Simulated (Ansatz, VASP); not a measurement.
AsF in VASP and in Ansatz

File INCAR:

```
SYSTEM = AsF
  ALGO = Normal
  EDIFF = 1E-6
  EDIFFG = -0.01
  ENCUT = 600
  GGA = PE
  IBRION = 2
  ISIF = 3
  ISMEAR = 0
  LASPH = .TRUE.
  LCHARG = .FALSE.
  LREAL = .FALSE.
  LWAVE = .FALSE.
  NELM = 80
  NSW = 100
  PREC = Accurate
  SIGMA = 0.1
```

File KPOINTS:

```
k-points
0
G
  18 18 18
  0 0 0
```

File POSCAR:

```
AsF
1.0
    0.0000000000      2.7019275568      2.7019275568
    2.7019275568      0.0000000000      2.7019275568
    2.7019275568      2.7019275568      0.0000000000
As F
1 1
Direct
    0.0000000000      0.0000000000      0.0000000000
    0.2500000000      0.2500000000      0.2500000000
```

Input for Ansatz:

```yaml
crystal:
  lattice:
    - [0.0, 2.7019275568, 2.7019275568]
    - [2.7019275568, 0.0, 2.7019275568]
    - [2.7019275568, 2.7019275568, 0.0]
  atoms:
    - { symbol: As, position: [0.0, 0.0, 0.0] }
    - { symbol: F, position: [0.25, 0.25, 0.25] }
basis:
  ecutwfc: 420
kpoints:
  mp_grid: { grid: [18, 18, 18] }
hamiltonian:
  xc: pbe
scf:
  occupations: { method: gaussian, width: 0.1 }
output:
  forces: true
  stress: true
  eigenvalues: true
relax:
  adjacent_minimum: "off"
  f_tol: 0.01
  max_steps: 80
  cell: { stress_tol: 0.05 }
```

Alike in both runs: task relaxation of cell and atoms; functional PBE; k mesh 18 × 18 × 18; occupations gaussian, width 0.1 eV; no spin polarisation.

```csv
,VASP,Ansatz
version,VASP 6.6.1,Ansatz 0.2.0
potentials or method,"VASP PAW PBE potentials, release 64 (As, F), cutoff 600 eV","scalar-relativistic, plane waves, PAW"
valence electrons in the cell,12,22
```

```tsv
	VASP	Ansatz	Ansatz less VASP
gap on the k mesh at the Fermi level, each at its own relaxed structure (eV)	none	none	-
relaxed volume (Å³/atom)	19.69	19.77	+0.083
relaxed length of the cell vector where the two differ most in proportion (Å)	3.819	3.824	+0.0053
```

A gap of «none» marks a metal or a gap that the smearing closes. VASP's potentials hold 12 valence electrons a cell and Ansatz's 22, so a difference there can come from the potentials and not from the codes.
